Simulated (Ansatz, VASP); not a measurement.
**Mg3Be: VASP beside Ansatz**

INCAR

```
PREC = Accurate
ENCUT = 600
EDIFF = 1E-7
ISMEAR = 0
SIGMA = 0.1
LREAL = False
LASPH = True
NELM = 100
ALGO = Fast
ISIF = 3
LWAVE = False
LCHARG = False
GGA = PE
IBRION = 2
NSW = 100
EDIFFG = -0.01
```

File KPOINTS:

```
Automatic mesh
0
Gamma
  16 16 16
```

File POSCAR:

```
Mg3Be
1.0
   -2.0766444258      2.0766444258      4.3881407795
    2.0766444258     -2.0766444258      4.3881407795
    2.0766444258      2.0766444258     -4.3881407795
Mg Be
3 1
Direct
    0.5000000000      0.5000000000      0.0000000000
    0.2500000000      0.7500000000      0.5000000000
    0.7500000000      0.2500000000      0.5000000000
    0.0000000000      0.0000000000      0.0000000000
```

Input for Ansatz:

```yaml
crystal:
  lattice:
    - [-2.0766444258, 2.0766444258, 4.3881407795]
    - [2.0766444258, -2.0766444258, 4.3881407795]
    - [2.0766444258, 2.0766444258, -4.3881407795]
  atoms:
    - { symbol: Mg, position: [0.5, 0.5, 0.0] }
    - { symbol: Mg, position: [0.25, 0.75, 0.5] }
    - { symbol: Mg, position: [0.75, 0.25, 0.5] }
    - { symbol: Be, position: [0.0, 0.0, 0.0] }
basis:
  ecutwfc: 420
kpoints:
  mp_grid: { grid: [16, 16, 16] }
hamiltonian:
  xc: pbe
scf:
  occupations: { method: gaussian, width: 0.1 }
output:
  forces: true
  stress: true
  eigenvalues: true
relax:
  adjacent_minimum: "off"
  f_tol: 0.01
  max_steps: 80
  cell: { stress_tol: 0.05 }
```

Alike in both runs: task relaxation of cell and atoms; functional PBE; k mesh 16 × 16 × 16; occupations gaussian, width 0.1 eV; no spin polarisation.

|  | VASP | Ansatz |
| --- | --- | --- |
| version | VASP 6.6.1 | Ansatz 0.2.0 |
| potentials or method | VASP PAW PBE potentials, release 64 (Mg, Be), cutoff 600 eV | scalar-relativistic, plane waves, PAW |
| valence electrons in the cell | 8 | 32 |

|  | VASP | Ansatz | Ansatz less VASP |
| --- | --- | --- | --- |
| gap on the k mesh at the Fermi level, each at its own relaxed structure (eV) | none | none | - |
| relaxed volume (Å³/atom) | 18.76 | 18.60 | -0.161 |
| relaxed length of the cell vector where the two differ most in proportion (Å) | 5.012 | 4.847 | -0.1653 |

A gap of «none» marks a metal or a gap that the smearing closes. VASP's potentials hold 8 valence electrons a cell and Ansatz's 32, so a difference there can come from the potentials and not from the codes.
